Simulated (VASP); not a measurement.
Write the native input for VASP 6.6.1 that does the following.

```yaml
Task: single point
Functional: HSE06
Potentials_or_basis: VASP PAW PBE potentials, release 64 (W_sv)
Cutoff: 520 eV
k_mesh: 8 × 8 × 8
Occupations: fermi-dirac, width 0.05 eV
Spin: no spin polarisation
Dipole_correction: no
Grid_for_exact_exchange_PRECFOCK: Normal
Further_INCAR_settings: ALGO = Normal; EDIFF = 1e-06; NBANDS = 13
Share_of_exact_exchange: 0.25
Screening_parameter: 0.2079 1/Å
```

Crystal: W.

```
CELL_PARAMETERS angstrom
-1.55004 1.55004 1.55004
1.55004 -1.55004 1.55004
1.55004 1.55004 -1.55004
ATOMIC_POSITIONS crystal
W 0.00000 0.00000 0.00000
```

One way to write it, as run:

POSCAR

```
W
1.0
   -1.5500431812      1.5500431812      1.5500431812
    1.5500431812     -1.5500431812      1.5500431812
    1.5500431812      1.5500431812     -1.5500431812
W
1
Direct
    0.0000000000      0.0000000000      0.0000000000
```

INCAR.step1

```
SYSTEM = W
ALGO = Normal
EDIFF = 1E-5
ENCUT = 520
GGA = PE
ISIF = 2
ISMEAR = -1
LASPH = .TRUE.
LCHARG = .FALSE.
LREAL = .FALSE.
LWAVE = .TRUE.
NBANDS = 13
NELM = 60
PREC = Accurate
SIGMA = 0.05
```

INCAR.step2

```
SYSTEM = W
ALGO = Normal
EDIFF = 1E-6
ENCUT = 520
GGA = PE
HFSCREEN = 0.2079
ISIF = 2
ISMEAR = -1
ISTART = 1
LASPH = .TRUE.
LCHARG = .FALSE.
LHFCALC = .TRUE.
LREAL = .FALSE.
LWAVE = .FALSE.
NBANDS = 13
NELM = 60
PREC = Accurate
PRECFOCK = Normal
SIGMA = 0.05
```

KPOINTS

```
k-points
0
G
  8 8 8
  0 0 0
```

Potentials or basis: VASP PAW PBE potentials, release 64 (W_sv).

Command:

```sh
$ cat potpaw_PBE.64/W_sv/POTCAR > POTCAR
$ cp INCAR.step1 INCAR
$ mpirun -np 1 vasp_std > vasp.out
$ cp INCAR.step2 INCAR
$ mpirun -np 1 vasp_std > vasp.out
```

Results of the run:

```
Pressure               : 22.4 GPa
Band gap on the k mesh : zero (bands 7 and 8 overlap by 7.90 eV)
```

Caveat: the cell stands under pressure; the PAW data sets were made with another functional, which shifts forces and pressure a little; spin-orbit coupling is left out, which moves the levels of the heavy elements.

It took 50 min on 1 thread of AMD EPYC 7R43 64-Core Processor (Zen 3), with other jobs on the host, peak memory 0.21 GiB.
